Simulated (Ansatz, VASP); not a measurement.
# Ga: VASP beside Ansatz

```xyz
2
Lattice="1.3737 -3.9995 0.0000 1.3737 3.9995 0.0000 -0.1167 0.0000 3.3076" Properties=species:S:1:pos:R:3 pbc="T T T"
Ga    1.2862    2.9516    2.4807
Ga    1.3446   -2.9516    0.8269
```

Alike in both runs: task single point; functional PBEsol; k mesh 10 × 10 × 8; occupations fermi-dirac, width 0.05 eV; no spin polarisation.

|  | VASP | Ansatz |
| --- | --- | --- |
| version | VASP 6.6.1 | Ansatz 0.2.0 |
| potentials or method | VASP PAW PBE potentials, release 64 (Ga_d) | Ansatz PAW |
| plane-wave cutoff (eV) | 520 | 420 |
| valence electrons in the cell | 26 | 26 |

VASP gave:

```
gap on the k mesh at the Fermi level (eV)                     : none
pressure (GPa)                                                : -0.8
traceless stress, the component that is largest in VASP (GPa) : -0.85
rms of the force components (eV/Å)                            : 0.119
```

**Question.** What did Ansatz give for the same quantities?

**Answer.** gap on the k mesh at the Fermi level (eV): none; pressure (GPa): -0.9; traceless stress, the component that is largest in VASP (GPa): -0.84; rms of the force components (eV/Å): 0.119.

VASP's potentials were made for PBE, not for PBEsol. Atom by atom the forces differ by 0.000 eV/Å (rms over components). A gap of «none» marks a metal or a gap that the smearing closes. The functional is the same, so the differences come from potentials, cutoffs and numerics.
